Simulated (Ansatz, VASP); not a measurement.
# One calculation of ZrB, two programs

```xyz
2
Lattice="0.0000 2.4782 2.4782 2.4782 0.0000 2.4782 2.4782 2.4782 0.0000" Properties=species:S:1:pos:R:3 pbc="T T T"
Zr    0.0000    0.0000    0.0000
B     2.4782    2.4782    2.4782
```

Alike in both runs: task single point; functional LDA; k mesh 18 × 18 × 18; occupations gaussian, width 0.15 eV; no spin polarisation.

|  | VASP | Ansatz |
| --- | --- | --- |
| version | VASP 6.6.1 | Ansatz 0.2.0 |
| potentials or method | VASP PAW LDA potentials, release 64 (Zr_sv, B), cutoff 520 eV | scalar-relativistic, plane waves, PAW |
| valence electrons in the cell | 15 | 15 |

```tsv
	VASP	Ansatz	Ansatz less VASP
gap on the k mesh at the Fermi level (eV)	none	none	-
pressure (GPa)	-11.4	-11.7	-0.27
```

LDA's correlation is that of Perdew and Zunger in VASP and of Perdew and Wang (1992) in Ansatz. A gap of «none» marks a metal or a gap that the smearing closes.
